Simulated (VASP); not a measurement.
# Cl (Cmce) in VASP: further runs

The runs below take Cl through single point, relaxation of cell and atoms, with RPBE.

Program: VASP 6.6.1. These are calculated values, not measurements. Logs are shortened: lines on timing, memory, paths and dates and some standing lists are left out, and cuts for length are marked.

**1. The cell of the first run**

It takes space group Cmce (No. 64, orthorhombic). The conventional cell has a = 8.149 Å, b = 5.394 Å, c = 9.458 Å, α = 90.00°, β = 90.00°, γ = 90.00°. Within 2.7 Å of Cl (site symmetry m) lie 1 Cl at 2.04 Å.

**2. Single point, RPBE (51.97 Å³/atom)**

Contents of INCAR:

```
ALGO     = Normal         # electronic algorithm
EDIFF    = 1E-7           # SCF threshold, eV
ENCUT    = 520            # plane-wave cutoff, eV
GGA      = RP             # functional
ISIF     = 2              # what is computed and relaxed
ISMEAR   = -1             # smearing method
LASPH    = True           # aspherical terms in the spheres
LCHARG   = False          # write CHGCAR
LREAL    = False          # projectors in reciprocal space
LWAVE    = False          # write WAVECAR
NBANDS   = 22             # bands
NELM     = 80             # most SCF steps
PREC     = Accurate       # precision mode
SIGMA    = 0.05           # smearing width, eV
```

Contents of KPOINTS:

```
k-points
0
Gamma
  6 6 3
```

Contents of POSCAR:

```
Cl
1.0
    4.0747092013     -2.6969061149      0.0000000000
    4.0747092013      2.6969061149      0.0000000000
    0.0000000000      0.0000000000      9.4575818481
Cl
4
Direct
    0.9042803312      0.0957196688      0.0931923605
    0.5957196688      0.4042803312      0.5931923605
    0.0957196688      0.9042803312      0.9068076395
    0.4042803312      0.5957196688      0.4068076395
```

Potentials or basis: VASP PAW PBE potentials, release 64 (Cl).

Run with:

```sh
> cat potpaw_PBE.64/Cl/POTCAR > POTCAR
> mpirun -np 1 vasp_std > vasp.out
```

OUTCAR:

```text
EDIFF = 1E-7
   ENCUT = 520
   GGA = RP
   ISIF = 2
   ISMEAR = -1
   LASPH = True
   LREAL = False
   NELM = 80
   PREC = Accurate

 ion  position               nearest neighbor table
   1  0.904  0.096  0.093-   3 2.04
   2  0.596  0.404  0.593-   4 2.04
   3  0.096  0.904  0.907-   1 2.04
   4  0.404  0.596  0.407-   2 2.04

  LATTYP: Found a base centered orthorhombic cell.
 ALAT       =     5.3938122298
 B/A-ratio  =     1.5108828516
 C/A-ratio  =     1.7534132530

  Lattice vectors:

 A1 = (  -4.0747092013,  -2.6969061149,   0.0000000000)
 A2 = (   4.0747092013,  -2.6969061149,   0.0000000000)
 A3 = (   0.0000000000,   0.0000000000,   9.4575818481)

Analysis of symmetry for initial positions (statically):
=====================================================================
 Subroutine PRICEL returns:
 Original cell was already a primitive cell.

 Routine SETGRP: Setting up the symmetry group for a
 base centered orthorhombic supercell.

 Subroutine GETGRP returns: Found  8 space group operations
 (whereof  4 operations were pure point group operations)
 out of a pool of  8 trial point group operations.

The static configuration has the point symmetry C_2h.
 The point group associated with its full space group is D_2h.

Analysis of symmetry for dynamics (positions and initial velocities):
=====================================================================
 Subroutine PRICEL returns:
 Original cell was already a primitive cell.

 Routine SETGRP: Setting up the symmetry group for a
 base centered orthorhombic supercell.

 Subroutine GETGRP returns: Found  8 space group operations
 (whereof  4 operations were pure point group operations)
 out of a pool of  8 trial point group operations.

The dynamic configuration has the point symmetry C_2h.
 The point group associated with its full space group is D_2h.

 Subroutine INISYM returns: Found  8 space group operations
 (whereof  4 operations are pure point group operations),
 and found     1 'primitive' translations

----------------------------------------------------------------------------------------

                                     Primitive cell

  volume of cell :     207.8608

  direct lattice vectors                    reciprocal lattice vectors
     4.074709201 -2.696906115  0.000000000     0.122708143 -0.185397629  0.000000000
     4.074709201  2.696906115  0.000000000     0.122708143  0.185397629  0.000000000
     0.000000000  0.000000000  9.457581848     0.000000000  0.000000000  0.105735273

  length of vectors
     4.886364463  4.886364463  9.457581848     0.222327617  0.222327617  0.105735273

  position of ions in fractional coordinates (direct lattice)
     0.904280331  0.095719669  0.093192360
     0.595719669  0.404280331  0.593192360
     0.095719669  0.904280331  0.906807640
     0.404280331  0.595719669  0.406807640

  ion indices of the primitive-cell ions
   primitive index   ion index
                 1           1
                 2           2
                 3           3
                 4           4

----------------------------------------------------------------------------------------

 KPOINTS: k-points

Automatic generation of k-mesh.
 Grid dimensions read from file:
 generate k-points for:    6    6    3

 Generating k-lattice:

  Cartesian coordinates                     Fractional coordinates (reciprocal lattice)
     0.020451357 -0.030899605  0.000000000     0.166666667 -0.000000000  0.000000000
     0.020451357  0.030899605  0.000000000    -0.000000000  0.166666667  0.000000000
     0.000000000  0.000000000  0.035245091     0.000000000  0.000000000  0.333333333

  Length of vectors
     0.037054603  0.037054603  0.035245091

  Shift w.r.t. Gamma in fractional coordinates (k-lattice)
     0.000000000  0.000000000  0.000000000

 Subroutine IBZKPT returns following result:
 ===========================================

 Found     26 irreducible k-points:

 Following reciprocal coordinates:
            Coordinates               Weight
  0.000000  0.000000  0.000000      1.000000
  0.166667 -0.000000  0.000000      4.000000
  0.333333  0.000000  0.000000      4.000000
  0.500000 -0.000000  0.000000      2.000000
  0.166667  0.166667  0.000000      2.000000
  0.333333  0.166667  0.000000      4.000000
[... 16 lines left out ...]
  0.333333  0.333333  0.333333      4.000000
  0.500000  0.333333  0.333333      8.000000
 [... further k-points ...]
   k-points           NKPTS =     26   k-points in BZ     NKDIM =     26   number of bands    NBANDS=     22
   number of dos      NEDOS =    301   number of ions     NIONS =      4
   total plane-waves  NPLWV =  90720
   dimension x,y,z NGX =    36 NGY =   36 NGZ =   70
   dimension x,y,z NGXF=    72 NGYF=   72 NGZF=  140
   ions per type =               4
   NGX,Y,Z   is equivalent  to a cutoff of  12.25, 12.25, 12.30 a.u.
   NGXF,Y,Z  is equivalent  to a cutoff of  24.50, 24.50, 24.61 a.u.
 SYSTEM =  unknown system
   PREC   = accura    normal or accurate (medium, high low for compatibility)
   ISTART =      0    job   : 0-new  1-cont  2-samecut
   ICHARG =      2    charge: 1-file 2-atom 10-const
   ISPIN  =      1    spin polarized calculation?
   LNONCOLLINEAR =      F non collinear calculations
   LSORBIT =      F    spin-orbit coupling
   LASPH  =      T    aspherical Exc in radial PAW
   ENCUT  =  520.0 eV  38.22 Ry    6.18 a.u.   9.09  9.09 17.58*2*pi/ulx,y,z
   NELM   =     80;   NELMIN=  2; NELMDL= -5     # of ELM steps
   EDIFF  = 0.1E-06   stopping-criterion for ELM
   LREAL  =      F    real-space projection
   EDIFFG = 0.1E-05   stopping-criterion for IOM
   NSW    =      0    number of steps for IOM
   IBRION =     -1    ionic relax: 0-MD 1-quasi-New 2-CG
   NFREE  =      0    steps in history (QN), initial steepest desc. (CG)
   ISIF   =      2    stress and relaxation
   ISYM   =      2    0-nonsym 1-usesym 2-fastsym
   POTIM  = 0.5000    time-step for ionic-motion
   TEBEG  =    0.0;   TEEND  =   0.0 temperature during run
   PSTRESS=    0.0 pullay stress
   NELECT =      28.0000    total number of electrons
   NUPDOWN=      -1.0000    fix difference up-down
   EMIN   =  10.00;   EMAX   =-10.00  energy-range for DOS
   EFERMI =   0.00;   METHOD = LEGACY
   ISMEAR =    -1;   SIGMA  =   0.05  broadening in eV -4-tet -1-fermi 0-gaus
   EFERMI_NEDOS =   21; number of points for ismear=-14 and -15
   IALGO  =     38    algorithm
   IMIX   =      4    mixing-type and parameters
     AMIX     =   0.40;   BMIX     =  1.00
     AMIX_MAG =   1.60;   BMIX_MAG =  1.00
  volume/ion in A,a.u.               =      51.97       350.68
  Fermi-wavevector in a.u.,A,eV,Ry     =   0.839209  1.585875  9.582193  0.704271
  Thomas-Fermi vector in A             =   1.953390
   LORBIT       =      0    0 simple, 1 ext, 2 COOP (PROOUT), +10 PAW based schemes
   GGA     = RP    functional components
   LHFCALC =     F    Hartree Fock is set to
   AEXX    =    0.0000 exact exchange contribution
   IVDW    =     0    specifies the selected vdW correction
   LEPSILON=     F    determine dielectric tensor
   LRPA    =     F    only Hartree local field effects (RPA)
 non-spin polarized calculation
  energy-cutoff  :      520.00
  volume of cell :      207.86
 maximum number of plane-waves:      5616
   NGX = 19   NGY = 19   NGZ = 35

 number of electron      28.0000003 magnetization

 Free energy of the ion-electron system (eV)
  ---------------------------------------------------
  ext. energy  EPLUGINS =         0.00000000
  ---------------------------------------------------
  free energy    TOTEN  =        -6.90947723 eV

  energy without entropy =       -6.90947723  energy(sigma->0) =       -6.90947723

 E-fermi :  -2.5013     XC(G=0):  -5.3933

 val. band max:       -3.7089440227   @ k =   0.5000   0.5000   0.0000
 cond. band min:      -1.1505480097   @ k =   0.0000   0.0000   0.0000
 fundamental gap:      2.5583960130
 Fermi energy:        -2.5013124825

 k-point     1 :       0.0000    0.0000    0.0000
  band No.  band energies     occupation
      1     -19.6545      2.00000
      2     -19.6216      2.00000
      3     -15.8813      2.00000
      4     -15.7838      2.00000
      5      -8.3598      2.00000
      6      -8.1289      2.00000
[... 14 lines left out ...]
     21       6.3358      0.00000
     22       6.8710      0.00000

 k-point     2 :       0.1667   -0.0000    0.0000
  band No.  band energies     occupation
      1     -19.6495      2.00000
      2     -19.6210      2.00000
      3     -15.8753      2.00000
      4     -15.7910      2.00000
      5      -8.3465      2.00000
      6      -8.1443      2.00000
[... 14 lines left out ...]
     21       6.1271      0.00000
     22       6.4650      0.00000

 k-point     3 :       0.3333    0.0000    0.0000
  band No.  band energies     occupation
      1     -19.6379      2.00000
      2     -19.6214      2.00000
      3     -15.8586      2.00000
      4     -15.8101      2.00000
      5      -8.3074      2.00000
      6      -8.1880      2.00000
[... 14 lines left out ...]
     21       5.9235      0.00000
     22       6.0012      0.00000
[... 476 lines left out ...]
 k-point    23 :       0.3333    0.3333    0.3333
  band No.  band energies     occupation
      1     -19.6346      2.00000
      2     -19.6198      2.00000
      3     -15.8496      2.00000
      4     -15.8068      2.00000
      5      -8.2895      2.00000
      6      -8.1941      2.00000
[... 14 lines left out ...]
     21       6.0887      0.00000
     22       6.1943      0.00000

 k-point    24 :       0.5000    0.3333    0.3333
  band No.  band energies     occupation
      1     -19.6305      2.00000
      2     -19.6182      2.00000
      3     -15.8464      2.00000
      4     -15.8111      2.00000
      5      -8.2795      2.00000
      6      -8.2022      2.00000
[... 14 lines left out ...]
     21       5.8142      0.00000
     22       6.2841      0.00000

 [... further k-points ...]

------------------------ aborting loop because EDIFF is reached ----------------------------------------

  FORCE on cell =-STRESS in cart. coord.  units (eV):
  Direction    XX          YY          ZZ          XY          YZ          ZX
  --------------------------------------------------------------------------------------
  -------------------------------------------------------------------------------------
  Total       -0.0493767     -0.7383223     -2.0335198      0.0000000      0.0000000      0.0000000
  in kB       -0.3805926     -5.6909398    -15.6742379      0.0000000      0.0000000      0.0000000
  external PRESSURE =      -7.2485901 kB  Pullay stress =       0.0000000 kB

 VOLUME and BASIS-vectors are now :
 -----------------------------------------------------------------------------
  energy-cutoff  :      520.00
  volume of cell :      207.86
      direct lattice vectors                 reciprocal lattice vectors
     4.074709201 -2.696906115  0.000000000     0.122708143 -0.185397629  0.000000000
     4.074709201  2.696906115  0.000000000     0.122708143  0.185397629  0.000000000
     0.000000000  0.000000000  9.457581848     0.000000000  0.000000000  0.105735273

 POSITION                                       TOTAL-FORCE (eV/Angst)
 -----------------------------------------------------------------------------------
      4.07471     -2.18061      0.88137         0.000000     -0.318252     -0.540428
      4.07471     -0.51629      5.61017         0.000000      0.318252     -0.540428
      4.07471      2.18061      8.57621         0.000000      0.318252      0.540428
      4.07471      0.51629      3.84742         0.000000     -0.318252      0.540428
 -----------------------------------------------------------------------------------
    total drift:                                0.000000      0.000000     -0.000000

  FREE ENERGIE OF THE ION-ELECTRON SYSTEM (eV)
  ---------------------------------------------------
  free  energy   TOTEN  =        -6.9094772320 eV

  energy  without entropy=       -6.9094772319  energy(sigma->0) =       -6.90947723
```

Run time: 66 s. Hardware: 1 thread of AMD EPYC 9R45 (Zen 5), shared host; peak memory 0.27 GiB.

What came out:

```
Free energy            : -6.9095 eV
Pressure               : -0.7 GPa
Largest force          : 0.627 eV/Å
Band gap on the k mesh : 2.56 eV (least direct gap 2.58 eV)
```

Forces in eV/Å, atoms in the order of the input:
```
Cl   0.000 -0.318 -0.540
Cl   0.000  0.318 -0.540
Cl   0.000  0.318  0.540
Cl   0.000 -0.318  0.540
```

Caveat: this functional lacks dispersion, which holds the molecules together, so the pressure and a relaxed volume are unreliable; the PAW data sets were made with another functional, which shifts forces and pressure a little; this functional lacks dispersion, which binds layers or chains, so the pressure and a relaxed spacing across them are unreliable. A k mesh can miss the band edges.

(Continued in part 2 of 2.)
